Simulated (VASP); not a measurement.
The system is AlN.

```
Al N
1.0
     3.10669    0.00000    0.00000
    -1.55335    2.69048    0.00000
     0.00000    0.00000    4.97859
Al N
2 2
Direct
  0.33333 0.66667 0.99920
  0.66667 0.33333 0.49920
  0.33333 0.66667 0.38080
  0.66667 0.33333 0.88080
```

Base run:

```yaml
Program: VASP 6.6.1
Functional: r2SCAN0
Potentials_or_basis: VASP PAW PBE potentials, release 64 (Al, N)
Cutoff: 520 eV
k_mesh: 6 × 6 × 4
Occupations: gaussian, width 0.01 eV
Spin: no spin polarisation
```

Its results: band gap on the k mesh 6.76 eV; pressure -3.4 GPa.

Task: The run is repeated on the same cell with these changes: functional from r2SCAN0 to PBE0. What comes out?

Result: Band gap on the k mesh 6.33 eV; pressure -0.8 GPa.

Caveats: the PAW data sets were made with another functional, which shifts forces and pressure a little; the cell stands under tension (at least some runs).

